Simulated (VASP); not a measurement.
# Si (P6_3/mmc) in VASP: settings compared

The runs below take Si through single point, with PBE, r2SCAN.

All numbers are computed with VASP 6.6.1; they aren't measurements. Logs are shortened: lines on timing, memory, paths and dates and some standing lists are left out, and cuts for length are marked.

**1. The cell of the first run**

The structure is hexagonal, space group P6_3/mmc (No. 194). The conventional cell has a = 3.935 Å, b = 3.935 Å, c = 12.925 Å, α = 90.00°, β = 90.00°, γ = 120.00°. Within 3.2 Å of Si (site symmetry 3m) lie 4 Si at 2.41 Å. Within 3.2 Å of Si (site symmetry 3m) lie 4 Si at 2.41 to 2.43 Å.

This isn't the form of Si at room conditions, which is diamond.

**2. Single point, PBE (21.66 Å³/atom)**

Input file INCAR:

```
  ALGO = Normal
  EDIFF = 1E-6
  ENCUT = 520
  GGA = PE
  ISIF = 2
  ISMEAR = 0
  LASPH = True
  LCHARG = False
  LREAL = False
  LWAVE = False
  NBANDS = 26
  NELM = 80
  PREC = Accurate
  SIGMA = 0.01
```

Input file KPOINTS:

```
k-points
0
Gamma
  6 6 2
```

Input file POSCAR:

```
Si
1.0
    3.9346708941      0.0000000000      0.0000000000
   -1.9673354471      3.4075249498      0.0000000000
    0.0000000000      0.0000000000     12.9246176513
Si
8
Direct
    0.0000000000      0.0000000000      0.0005003176
    0.3333333333      0.6666666667      0.2496538927
    0.0000000000      0.0000000000      0.5005003176
    0.6666666667      0.3333333333      0.7496538927
    0.0000000000      0.0000000000      0.1869996824
    0.3333333333      0.6666666667      0.4378461073
    0.0000000000      0.0000000000      0.6869996824
    0.6666666667      0.3333333333      0.9378461073
```

Potentials or basis: VASP PAW PBE potentials, release 64 (Si).

Started as:

```console
$ cat potpaw_PBE.64/Si/POTCAR > POTCAR
$ mpirun -np 1 vasp_std > vasp.out
```

OUTCAR:

```text
EDIFF = 1E-6
   ENCUT = 520
   GGA = PE
   ISIF = 2
   ISMEAR = 0
   LASPH = True
   LREAL = False
   NELM = 80
   PREC = Accurate

 ion  position               nearest neighbor table
   1  0.000  0.000  0.001-   5 2.41   8 2.41   8 2.41   8 2.41
   2  0.333  0.667  0.250-   5 2.41   5 2.41   5 2.41   6 2.43
   3  0.000  0.000  0.501-   7 2.41   6 2.41   6 2.41   6 2.41
   4  0.667  0.333  0.750-   7 2.41   7 2.41   7 2.41   8 2.43
   5  0.000  0.000  0.187-   1 2.41   2 2.41   2 2.41   2 2.41
   6  0.333  0.667  0.438-   3 2.41   3 2.41   3 2.41   2 2.43
   7  0.000  0.000  0.687-   3 2.41   4 2.41   4 2.41   4 2.41
   8  0.667  0.333  0.938-   1 2.41   1 2.41   1 2.41   4 2.43

  LATTYP: Found a hexagonal cell.
 ALAT       =     3.9346708941
 C/A-ratio  =     3.2848027190

  Lattice vectors:

 A1 = (   3.9346708941,   0.0000000000,   0.0000000000)
 A2 = (  -1.9673354471,   3.4075249498,   0.0000000000)
 A3 = (   0.0000000000,   0.0000000000,  12.9246176513)

Analysis of symmetry for initial positions (statically):
=====================================================================
 Subroutine PRICEL returns:
 Original cell was already a primitive cell.

 Routine SETGRP: Setting up the symmetry group for a
 hexagonal supercell.

 Subroutine GETGRP returns: Found 24 space group operations
 (whereof  6 operations were pure point group operations)
 out of a pool of 24 trial point group operations.

The static configuration has the point symmetry C_3v.
 The point group associated with its full space group is D_6h.

Analysis of symmetry for dynamics (positions and initial velocities):
=====================================================================
 Subroutine PRICEL returns:
 Original cell was already a primitive cell.

 Routine SETGRP: Setting up the symmetry group for a
 hexagonal supercell.

 Subroutine GETGRP returns: Found 24 space group operations
 (whereof  6 operations were pure point group operations)
 out of a pool of 24 trial point group operations.

The dynamic configuration has the point symmetry C_3v.
 The point group associated with its full space group is D_6h.

 Subroutine INISYM returns: Found 24 space group operations
 (whereof  6 operations are pure point group operations),
 and found     1 'primitive' translations

----------------------------------------------------------------------------------------

                                     Primitive cell

  volume of cell :     173.2867

  direct lattice vectors                    reciprocal lattice vectors
     3.934670894  0.000000000  0.000000000     0.254150862  0.146734069  0.000000000
    -1.967335447  3.407524950  0.000000000     0.000000000  0.293468137  0.000000000
     0.000000000  0.000000000 12.924617651     0.000000000  0.000000000  0.077371728

  length of vectors
     3.934670894  3.934670894 12.924617651     0.293468137  0.293468137  0.077371728

  position of ions in fractional coordinates (direct lattice)
     0.000000000  0.000000000  0.000500318
     0.333333333  0.666666667  0.249653893
     0.000000000  0.000000000  0.500500318
     0.666666667  0.333333333  0.749653893
     0.000000000  0.000000000  0.186999682
     0.333333333  0.666666667  0.437846107
     0.000000000  0.000000000  0.686999682
     0.666666667  0.333333333  0.937846107

  ion indices of the primitive-cell ions
   primitive index   ion index
                 1           1
                 2           2
                 3           3
                 4           4
                 5           5
                 6           6
                 7           7
                 8           8

----------------------------------------------------------------------------------------

 KPOINTS: k-points

Automatic generation of k-mesh.
 Grid dimensions read from file:
 generate k-points for:    6    6    2

 Generating k-lattice:

  Cartesian coordinates                     Fractional coordinates (reciprocal lattice)
     0.042358477  0.024455678  0.000000000     0.166666667  0.000000000  0.000000000
     0.000000000  0.048911356  0.000000000     0.000000000  0.166666667  0.000000000
     0.000000000  0.000000000  0.038685864     0.000000000  0.000000000  0.500000000

  Length of vectors
     0.048911356  0.048911356  0.038685864

  Shift w.r.t. Gamma in fractional coordinates (k-lattice)
     0.000000000  0.000000000  0.000000000

 Subroutine IBZKPT returns following result:
 ===========================================

 Found     14 irreducible k-points:

 Following reciprocal coordinates:
            Coordinates               Weight
  0.000000  0.000000  0.000000      1.000000
  0.166667  0.000000  0.000000      6.000000
  0.333333  0.000000  0.000000      6.000000
  0.500000  0.000000  0.000000      3.000000
  0.166667  0.166667  0.000000      6.000000
  0.333333  0.166667  0.000000     12.000000
  0.333333  0.333333  0.000000      2.000000
  0.000000  0.000000  0.500000      1.000000
  0.166667  0.000000  0.500000      6.000000
  0.333333  0.000000  0.500000      6.000000
  0.500000  0.000000  0.500000      3.000000
  0.166667  0.166667  0.500000      6.000000
  0.333333  0.166667  0.500000     12.000000
  0.333333  0.333333  0.500000      2.000000
   k-points           NKPTS =     14   k-points in BZ     NKDIM =     14   number of bands    NBANDS=     26
   number of dos      NEDOS =    301   number of ions     NIONS =      8
   total plane-waves  NPLWV =  86400
   dimension x,y,z NGX =    30 NGY =   30 NGZ =   96
   dimension x,y,z NGXF=    60 NGYF=   60 NGZF=  192
   ions per type =               8
   NGX,Y,Z   is equivalent  to a cutoff of  12.68, 12.68, 12.35 a.u.
   NGXF,Y,Z  is equivalent  to a cutoff of  25.35, 25.35, 24.70 a.u.
 SYSTEM =  unknown system
   PREC   = accura    normal or accurate (medium, high low for compatibility)
   ISTART =      0    job   : 0-new  1-cont  2-samecut
   ICHARG =      2    charge: 1-file 2-atom 10-const
   ISPIN  =      1    spin polarized calculation?
   LNONCOLLINEAR =      F non collinear calculations
   LSORBIT =      F    spin-orbit coupling
   LASPH  =      T    aspherical Exc in radial PAW
   ENCUT  =  520.0 eV  38.22 Ry    6.18 a.u.   7.32  7.32 24.03*2*pi/ulx,y,z
   NELM   =     80;   NELMIN=  2; NELMDL= -5     # of ELM steps
   EDIFF  = 0.1E-05   stopping-criterion for ELM
   LREAL  =      F    real-space projection
   EDIFFG = 0.1E-04   stopping-criterion for IOM
   NSW    =      0    number of steps for IOM
   IBRION =     -1    ionic relax: 0-MD 1-quasi-New 2-CG
   NFREE  =      0    steps in history (QN), initial steepest desc. (CG)
   ISIF   =      2    stress and relaxation
   ISYM   =      2    0-nonsym 1-usesym 2-fastsym
   POTIM  = 0.5000    time-step for ionic-motion
   TEBEG  =    0.0;   TEEND  =   0.0 temperature during run
   PSTRESS=    0.0 pullay stress
   NELECT =      32.0000    total number of electrons
   NUPDOWN=      -1.0000    fix difference up-down
   EMIN   =  10.00;   EMAX   =-10.00  energy-range for DOS
   EFERMI =   0.00;   METHOD = LEGACY
   ISMEAR =     0;   SIGMA  =   0.01  broadening in eV -4-tet -1-fermi 0-gaus
   EFERMI_NEDOS =   21; number of points for ismear=-14 and -15
   IALGO  =     38    algorithm
   IMIX   =      4    mixing-type and parameters
     AMIX     =   0.40;   BMIX     =  1.00
     AMIX_MAG =   1.60;   BMIX_MAG =  1.00
  volume/ion in A,a.u.               =      21.66       146.17
  Fermi-wavevector in a.u.,A,eV,Ry     =   0.932259  1.761713 11.824908  0.869106
  Thomas-Fermi vector in A             =   2.058838
   LORBIT       =      0    0 simple, 1 ext, 2 COOP (PROOUT), +10 PAW based schemes
   GGA     = PE    functional components
   LHFCALC =     F    Hartree Fock is set to
   AEXX    =    0.0000 exact exchange contribution
   IVDW    =     0    specifies the selected vdW correction
   LEPSILON=     F    determine dielectric tensor
   LRPA    =     F    only Hartree local field effects (RPA)
 non-spin polarized calculation
 Gauss-broadening in eV      SIGMA  =   0.01
  energy-cutoff  :      520.00
  volume of cell :      173.29
 maximum number of plane-waves:      4716
 NGX is ok and might be reduce to    30
   NGX = 15   NGY = 15   NGZ = 49

 number of electron      32.0000001 magnetization

 Free energy of the ion-electron system (eV)
  ---------------------------------------------------
  ext. energy  EPLUGINS =         0.00000000
  ---------------------------------------------------
  free energy    TOTEN  =       -43.17231453 eV

  energy without entropy =      -43.17231453  energy(sigma->0) =      -43.17231453

 E-fermi :   5.2387     XC(G=0):  -9.0995

 val. band max:        5.1598471846   @ k =   0.0000   0.0000   0.0000
 cond. band min:       5.8677229074   @ k =   0.5000   0.0000   0.0000
 fundamental gap:      0.7078757229
 Fermi energy:         5.2386955137

 k-point     1 :       0.0000    0.0000    0.0000
  band No.  band energies     occupation
      1      -6.3819      2.00000
      2      -5.6484      2.00000
      3      -5.6327      2.00000
      4      -4.2589      2.00000
      5      -1.5580      2.00000
      6       1.2249      2.00000
[... 18 lines left out ...]
     25       8.0633      0.00000
     26       8.6924      0.00000

 k-point     2 :       0.1667    0.0000    0.0000
  band No.  band energies     occupation
      1      -6.0811      2.00000
      2      -5.3504      2.00000
      3      -5.3369      2.00000
      4      -3.9531      2.00000
      5      -1.4623      2.00000
      6       1.0763      2.00000
[... 18 lines left out ...]
     25       9.1054      0.00000
     26       9.3359      0.00000

 k-point     3 :       0.3333    0.0000    0.0000
  band No.  band energies     occupation
      1      -5.2229      2.00000
      2      -4.5136      2.00000
      3      -4.5116      2.00000
      4      -3.0880      2.00000
      5      -1.8171      2.00000
      6      -0.5103      2.00000
[... 18 lines left out ...]
     25       9.5765      0.00000
     26      10.6135      0.00000

 k-point     4 :       0.5000    0.0000    0.0000
  band No.  band energies     occupation
      1      -4.3097      2.00000
      2      -3.8560      2.00000
      3      -3.7060      2.00000
      4      -2.6558      2.00000
      5      -2.3978      2.00000
      6      -1.8025      2.00000
[... 18 lines left out ...]
     25      10.0277      0.00000
     26      10.0329      0.00000

 k-point     5 :       0.1667    0.1667    0.0000
  band No.  band energies     occupation
      1      -5.4970      2.00000
      2      -4.7766      2.00000
      3      -4.7694      2.00000
      4      -3.3592      2.00000
      5      -1.5621      2.00000
      6       0.1395      2.00000
[... 18 lines left out ...]
     25       9.1952      0.00000
     26       9.3032      0.00000

 k-point     6 :       0.3333    0.1667    0.0000
  band No.  band energies     occupation
      1      -4.4535      2.00000
      2      -3.8440      2.00000
      3      -3.8044      2.00000
      4      -2.4808      2.00000
      5      -2.3475      2.00000
      6      -1.3983      2.00000
[... 137 lines left out ...]
 k-point    11 :       0.5000    0.0000    0.5000
  band No.  band energies     occupation
      1      -4.1726      2.00000
      2      -4.1726      2.00000
      3      -3.2199      2.00000
      4      -3.2199      2.00000
      5      -1.8699      2.00000
      6      -1.8699      2.00000
[... 18 lines left out ...]
     25       9.1329      0.00000
     26       9.1329      0.00000

 k-point    12 :       0.1667    0.1667    0.5000
  band No.  band energies     occupation
      1      -5.3120      2.00000
      2      -5.3120      2.00000
      3      -3.9611      2.00000
      4      -3.9611      2.00000
      5      -0.8485      2.00000
      6      -0.8485      2.00000
[... 18 lines left out ...]
     25       9.2515      0.00000
     26       9.2528      0.00000

 k-point    13 :       0.3333    0.1667    0.5000
  band No.  band energies     occupation
      1      -4.2904      2.00000
      2      -4.2904      2.00000
      3      -3.1430      2.00000
      4      -3.1430      2.00000
      5      -1.8087      2.00000
      6      -1.8087      2.00000
[... 18 lines left out ...]
     25       9.5707      0.00000
     26       9.5707      0.00000

 k-point    14 :       0.3333    0.3333    0.5000
  band No.  band energies     occupation
      1      -3.3739      2.00000
      2      -3.3739      2.00000
      3      -3.3247      2.00000
      4      -3.3247      2.00000
      5      -1.5569      2.00000
      6      -1.5569      2.00000
[... 18 lines left out ...]
     25      10.8471      0.00000
     26      10.9021      0.00000

------------------------ aborting loop because EDIFF is reached ----------------------------------------

  FORCE on cell =-STRESS in cart. coord.  units (eV):
  Direction    XX          YY          ZZ          XY          YZ          ZX
  --------------------------------------------------------------------------------------
  -------------------------------------------------------------------------------------
  Total       -4.8987576     -4.8987576     -5.1213232      0.0000000      0.0000000     -0.0000000
  in kB      -45.2930296    -45.2930296    -47.3508315      0.0000000      0.0000000     -0.0000000
  external PRESSURE =     -45.9789636 kB  Pullay stress =       0.0000000 kB

 VOLUME and BASIS-vectors are now :
 -----------------------------------------------------------------------------
  energy-cutoff  :      520.00
  volume of cell :      173.29
      direct lattice vectors                 reciprocal lattice vectors
     3.934670894  0.000000000  0.000000000     0.254150862  0.146734069  0.000000000
    -1.967335447  3.407524950  0.000000000     0.000000000  0.293468137  0.000000000
     0.000000000  0.000000000 12.924617651     0.000000000  0.000000000  0.077371728

 POSITION                                       TOTAL-FORCE (eV/Angst)
 -----------------------------------------------------------------------------------
      0.00000      0.00000      0.00647         0.000000      0.000000     -0.010948
     -0.00000      2.27168      3.22668         0.000000     -0.000000     -0.022305
      0.00000      0.00000      6.46878        -0.000000     -0.000000     -0.010948
      1.96734      1.13584      9.68899        -0.000000      0.000000     -0.022305
      0.00000      0.00000      2.41690        -0.000000     -0.000000      0.010948
     -0.00000      2.27168      5.65899         0.000000     -0.000000      0.022305
      0.00000      0.00000      8.87921         0.000000     -0.000000      0.010948
      1.96734      1.13584     12.12130        -0.000000      0.000000      0.022305
 -----------------------------------------------------------------------------------
    total drift:                                0.000000      0.000000     -0.000000

  FREE ENERGIE OF THE ION-ELECTRON SYSTEM (eV)
  ---------------------------------------------------
  free  energy   TOTEN  =       -43.1723145280 eV

  energy  without entropy=      -43.1723145280  energy(sigma->0) =      -43.17231453
```

Wall time 32 s (1 thread of Intel Xeon 6975P-C (Granite Rapids), shared host); peak memory 0.28 GiB.

What came out:

```
Free energy            : -43.1723 eV
Pressure               : -4.6 GPa
Largest force          : 0.022 eV/Å
Band gap on the k mesh : 0.71 eV (least direct gap 1.05 eV)
```

Forces in eV/Å, atoms in the order of the input:
```
Si   0.000  0.000 -0.011
Si   0.000  0.000 -0.022
Si   0.000  0.000 -0.011
Si   0.000  0.000 -0.022
Si   0.000  0.000  0.011
Si   0.000  0.000  0.022
Si   0.000  0.000  0.011
Si   0.000  0.000  0.022
```

Caveat: the cell stands under tension.

**3. Single point, r2SCAN (18.94 Å³/atom)**

This run uses another cell than the first one, of 18.94 Å³/atom.

Input file POSCAR:

```
Si
1.0
    3.7617819332      0.0000000000      0.0000000000
   -1.8808909666      3.2577987176      0.0000000000
    0.0000000000      0.0000000000     12.3659726558
Si
8
Direct
    0.0000000000      0.0000000000      0.0005516776
    0.3333333333      0.6666666667      0.2496687367
    0.0000000000      0.0000000000      0.5005516776
    0.6666666667      0.3333333333      0.7496687367
    0.0000000000      0.0000000000      0.1869483224
    0.3333333333      0.6666666667      0.4378312633
    0.0000000000      0.0000000000      0.6869483224
    0.6666666667      0.3333333333      0.9378312633
```

Input file INCAR.step1:

```
  ALGO = Normal
  EDIFF = 1E-4
  ENCUT = 520
  GGA = PE
  ISMEAR = 0
  LASPH = True
  LCHARG = False
  LREAL = False
  LWAVE = True
  NBANDS = 26
  NELM = 60
  PREC = Accurate
  SIGMA = 0.01
```

Input file INCAR.step2:

```
  ALGO = Normal
  EDIFF = 1E-6
  ENCUT = 520
  ISIF = 2
  ISMEAR = 0
  ISTART = 1
  LASPH = True
  LCHARG = False
  LMIXTAU = True
  LREAL = False
  LWAVE = False
  METAGGA = R2SCAN
  NBANDS = 26
  NELM = 60
  PREC = Accurate
  SIGMA = 0.01
```

KPOINTS is that of step 2.

Potentials or basis: VASP PAW PBE potentials, release 64 (Si).

Started as:

```console
$ cat potpaw_PBE.64/Si/POTCAR > POTCAR
$ cp INCAR.step1 INCAR
$ mpirun -np 1 vasp_std > vasp.out
$ cp INCAR.step2 INCAR
$ mpirun -np 1 vasp_std > vasp.out
```

Wall time 2 min (1 thread of Intel Xeon 6975P-C (Granite Rapids), shared host); peak memory 0.27 GiB.

Results (log left out):

- Free energy: -69.9366 eV
- Pressure: 6.6 GPa
- Largest force: 0.012 eV/Å
- Band gap on the k mesh: 0.65 eV (least direct gap 1.83 eV)

Forces on the atoms (eV/Å):
```
Si   0.000  0.000 -0.002
Si   0.000  0.000  0.012
Si   0.000  0.000 -0.002
Si   0.000  0.000  0.012
Si   0.000  0.000  0.002
Si   0.000  0.000 -0.012
Si   0.000  0.000  0.002
Si   0.000  0.000 -0.012
```

Stress tensor (GPa, compression positive):
```
6.71 0.00 0.00
0.00 6.71 0.00
0.00 0.00 6.46
```

Levels at points of the mesh, in eV from the valence-band top:
```tsv
k point	band 14	band 15	band 16	band 17	band 18	band 19
(0.00, 0.00, 0.00)	-0.19	0.00	0.00	1.83	2.27	2.48
(0.50, 0.00, 0.00)	-2.47	-1.91	-1.46	0.65	0.96	1.44
(0.00, 0.00, 0.50)	-0.34	-0.34	-0.34	1.98	1.98	2.83
(0.50, 0.00, 0.50)	-2.73	-1.86	-1.86	0.87	0.87	2.21
```

Caveat: the cell stands under pressure; the PAW data sets were made with another functional, which shifts forces and pressure a little. A k mesh can miss the band edges.

(Continued in part 2 of 2.)
